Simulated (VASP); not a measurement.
Ti, 2 atoms in the cell. The structure is hexagonal, space group P6_3/mmc (No. 194). The conventional cell has a = 3.068 Å, b = 3.068 Å, c = 4.873 Å, α = 90.00°, β = 90.00°, γ = 120.00°. Within 4.0 Å of Ti (site symmetry -6m2) lie 12 Ti at 3.01 to 3.07 Å.  This cell differs from its parent crystal: strain +0.040 along x and y, +0.040 along z.

| Property | Result |
| --- | --- |
| Program | VASP 6.6.1 |
| Task | single point |
| Functional | PBEsol |
| Potentials or basis | VASP PAW PBE potentials, release 64 (Ti_sv) |
| Cutoff | 520 eV |
| k mesh | 18 × 18 × 10 |
| Occupations | gaussian, width 0.15 eV |
| Spin | no spin polarisation |
| Dipole correction | no |
| Further INCAR settings | ALGO = Fast; EDIFF = 1e-07; NBANDS = 19 |

Potentials or basis: VASP PAW PBE potentials, release 64 (Ti_sv).

Run with:

```bash
$ cat potpaw_PBE.64/Ti_sv/POTCAR > POTCAR
$ mpirun -np 1 vasp_std > vasp.out
```

Hardware: 1 thread of Intel(R) Xeon(R) Platinum 8488C (Sapphire Rapids), with other jobs on the host.

Task: How long does it take, and how much memory?

Result: Run time: 5.5 min on 1 thread of Intel(R) Xeon(R) Platinum 8488C (Sapphire Rapids), with other jobs on the host, peak memory 0.25 GiB. Counts: scf iterations 45, k points 222.
